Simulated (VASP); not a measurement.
Wanted: the native input for a VASP 6.6.1 run.

```
Task                   : single point
Functional             : PBE
Potentials or basis    : VASP PAW PBE potentials, release 64 (H, C, F)
Cutoff                 : 520 eV
k mesh                 : 2 × 2 × 1
Occupations            : fermi-dirac, width 0.02 eV
Spin                   : no spin polarisation
Dipole correction      : no
Further INCAR settings : LREAL = Auto; ALGO = Normal; EDIFF = 1e-06; NBANDS = 60
```

The structure of H3C8F lies in POSCAR:

```
H3C8F
1.0
    5.0487420000      0.0000000000      0.0000000000
    2.5243710000      4.3723390000      0.0000000000
    0.0000000000      0.0000000000     15.7764260000
H C F
6 16 2
Direct
    0.1666721879      0.1666613682      0.0633857123
    0.6666779319      0.1666613682      0.0633857123
    0.1666715721      0.6666683439      0.0633857123
    0.6666575092      0.6666683439      0.0633857123
   -0.0469572151      0.5507807149      0.3694499629
    0.5052894331      0.4329490463      0.3699887414
    0.1666721879      0.1666613682      0.1331099959
    0.6666779319      0.1666613682      0.1331099959
    0.1666715721      0.6666683439      0.1331099959
    0.6666575092      0.6666683439      0.1331099959
   -0.1666613682      0.3333227364      0.1657726535
    0.3333443758      0.3333227364      0.1657726535
   -0.1666619840      0.8333297121      0.1657726535
    0.3333437600      0.8333297121      0.1657726535
   -0.1612573611      0.3030643324      0.2620682276
    0.3238595037      0.3261869677      0.2671454232
   -0.1538834566      0.8023851764      0.2604455534
    0.3191993524      0.8188752062      0.2614280319
    0.0006317429     -0.0293893040      0.2916503396
    0.4921689978     -0.0327742199      0.2935962809
    0.0234743918      0.4794001563      0.2954154509
    0.5135337531      0.4657003951      0.2966261180
    0.0424635232      0.9478450779      0.3749011341
    0.5369581126      0.8991297335      0.3864753652
```

These files were run (other wordings do the same):

INCAR

```
SYSTEM = H3C8F
ALGO = Normal
EDIFF = 1E-6
ENCUT = 520
GGA = PE
ISIF = 2
ISMEAR = -1
LASPH = .TRUE.
LCHARG = .TRUE.
LELF = .TRUE.
LREAL = Auto
LVHAR = .TRUE.
LWAVE = .FALSE.
NBANDS = 60
NELM = 100
PREC = Accurate
SIGMA = 0.02
```

KPOINTS

```
k-points
0
G
  2 2 1
  0 0 0
```

Potentials or basis: VASP PAW PBE potentials, release 64 (H, C, F).

Command:

```sh
$ cat potpaw_PBE.64/H/POTCAR potpaw_PBE.64/C/POTCAR potpaw_PBE.64/F/POTCAR > POTCAR
$ mpirun -np 1 vasp_std > vasp.out
```

Results of the run:

```yaml
Largest_force: 7.297 eV/Å
Band_gap_on_the_k_mesh: 3.14 eV, direct
```

Caveat: the k points lie up to 0.72 Å⁻¹ apart.

It took 2.8 min on 1 thread of Intel(R) Xeon(R) 6975P-C (Granite Rapids), with other jobs on the host, peak memory 0.46 GiB.
